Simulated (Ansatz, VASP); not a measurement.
# Two plane-wave programs on Cs2Ti

```
Cs Ti
1.0
     6.94680    0.00000    0.00000
     0.00000    6.94680    0.00000
     0.00000    0.00000    3.67913
Cs Ti
2 1
Direct
  0.00000 0.50000 0.50000
  0.50000 0.00000 0.50000
  0.50000 0.50000 0.00000
```

Alike in both runs: task relaxation of cell and atoms; functional PBE; k mesh 4 × 4 × 6; occupations gaussian, width 0.1 eV; no spin polarisation.

|  | VASP | Ansatz |
| --- | --- | --- |
| version | VASP 6.6.1 | Ansatz 0.2.0 |
| potentials or method | VASP PAW PBE potentials, release 64 (Cs_sv, Ti_sv), cutoff 600 eV | scalar-relativistic, plane waves, PAW |
| valence electrons in the cell | 30 | 30 |

|  | VASP | Ansatz | Ansatz less VASP |
| --- | --- | --- | --- |
| gap on the k mesh at the Fermi level, each at its own relaxed structure (eV) | none | none | - |
| relaxed volume (Å³/atom) | 61.46 | 59.18 | -2.277 |
| relaxed length of the cell vector where the two differ most in proportion (Å) | 7.040 | 6.947 | -0.0928 |

A gap of «none» marks a metal or a gap that the smearing closes.

Spin-orbit coupling is off throughout.
